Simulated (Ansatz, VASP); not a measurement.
# Na in VASP and in Ansatz

```
Na
1.0
     3.38671    0.00000    0.00000
    -1.69335    2.93297    0.00000
     0.00000    0.00000    5.50033
Na
2
Direct
  0.33333 0.66667 0.25000
  0.66667 0.33333 0.75000
```

Change from the starting cell: volume scaled by 0.75, LAPW.

Alike in both runs: task single point; functional PBEsol; k mesh 12 × 12 × 7; occupations fermi-dirac, width 0.08 eV; no spin polarisation.

```csv
,VASP,Ansatz
version,VASP 6.6.1,Ansatz 0.2.0
potentials or method,"VASP PAW PBE potentials, release 64 (Na_pv), cutoff 520 eV","all-electron LAPW, scalar-relativistic"
```

|  | VASP | Ansatz | Ansatz less VASP |
| --- | --- | --- | --- |
| pressure (GPa) | 3.8 | 3.8 | +0.03 |

VASP's potentials were made for PBE, not for PBEsol. Ansatz ran all-electron here, and VASP with PAW potentials.
